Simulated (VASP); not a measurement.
Write the native input for VASP 6.6.1 that does the following.

* Task: relaxation of cell and atoms
* Functional: PBE
* Potentials or basis: VASP PAW PBE potentials, release 64 (Ag, Cl)
* Cutoff: 600 eV
* k mesh: 8 × 8 × 8
* Occupations: gaussian, width 0.02 eV
* Spin: no spin polarisation
* Dipole correction: no
* Further INCAR settings: ALGO = Normal; EDIFF = 1e-06; IBRION = 2; EDIFFG = -0.01; NSW = 100; ISIF = 3

The structure of AgCl lies in POSCAR:

```
AgCl
1.0
    0.0000000000      3.0296700899      3.0296700899
    3.0296700899      0.0000000000      3.0296700899
    3.0296700899      3.0296700899      0.0000000000
Ag Cl
1 1
Direct
    0.0000000000      0.0000000000      0.0000000000
    0.2500000000      0.2500000000      0.2500000000
```

The cell was generated, and may not be a known phase.

One way to write it, as run:

INCAR

```
SYSTEM = AgCl
ALGO     = Normal         ! electronic algorithm
EDIFF    = 1E-6           ! SCF threshold, eV
EDIFFG   = -0.01          ! ionic threshold
ENCUT    = 600            ! plane-wave cutoff, eV
GGA      = PE             ! functional
IBRION   = 2              ! ionic algorithm
ISIF     = 3              ! what is computed and relaxed
ISMEAR   = 0              ! smearing method
LASPH    = .True.         ! aspherical terms in the spheres
LCHARG   = .False.        ! write CHGCAR
LREAL    = .False.        ! projectors in reciprocal space
LWAVE    = .False.        ! write WAVECAR
NELM     = 100            ! most SCF steps
NSW      = 100            ! ionic steps
PREC     = Accurate       ! precision mode
SIGMA    = 0.02           ! smearing width, eV
```

KPOINTS

```
k-points
0
Gamma
  8 8 8
  0 0 0
```

Potentials or basis: VASP PAW PBE potentials, release 64 (Ag, Cl).

The run is started by

```sh
$ cat potpaw_PBE.64/Ag/POTCAR potpaw_PBE.64/Cl/POTCAR > POTCAR
$ mpirun -np 1 vasp_std > vasp.out
```

Results of the run:

```json
{
  "Relaxed volume": "27.75 Å³/atom",
  "Relaxed cell": "a = 4.282 Å, b = 4.282 Å, c = 4.282 Å, α = 60.00°, β = 60.00°, γ = 60.00°",
  "Space group after relaxing (to 0.1 Å)": "F-43m (No. 216)",
  "Energy gained by relaxing": "0.0 meV/atom",
  "Ionic steps": "2",
  "Pressure after relaxing": "0.0 GPa",
  "Band gap on the k mesh": "1.29 eV"
}
```

Wall time 18 s on 1 thread of Intel(R) Xeon(R) Platinum 8488C (Sapphire Rapids), on a shared host, peak memory 0.22 GiB.
